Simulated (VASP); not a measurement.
Sn2Sb3, 10 atoms in the cell. The structure is trigonal, space group R-3c (No. 167). Conventional cell: a = 7.378 Å, b = 7.378 Å, c = 22.262 Å, α = 90.00°, β = 90.00°, γ = 120.00°. Within 4.0 Å of Sn (site symmetry 3) lie 6 Sb at 3.06 to 3.11 Å. Within 4.0 Å of Sb (site symmetry 2) lie 4 Sn at 3.06 to 3.11 Å and 2 Sb at 3.20 Å. 

```yaml
Program: VASP 6.6.1
Task: single point
Functional: PBE
Potentials_or_basis: VASP PAW PBE potentials, release 64 (Sn_d, Sb)
Cutoff: 520 eV
k_mesh: 6 × 6 × 6
Occupations: gaussian, width 0.1 eV
Spin: no spin polarisation
Dipole_correction: no
Further_INCAR_settings: ALGO = Normal; EDIFF = 1e-07; NBANDS = 54
```

Potentials or basis: VASP PAW PBE potentials, release 64 (Sn_d, Sb).

The run is started by

```console
$ cat potpaw_PBE.64/Sn_d/POTCAR potpaw_PBE.64/Sb/POTCAR > POTCAR
$ mpirun -np 1 vasp_std > vasp.out
```

Hardware: 1 thread of Intel Xeon 8259CL, on a shared host.

Question: How long does it take, and how much memory?

Answer: Run time: 34 min on 1 thread of Intel Xeon 8259CL, on a shared host, peak memory 0.87 GiB. Counts: scf iterations 16, k points 32.
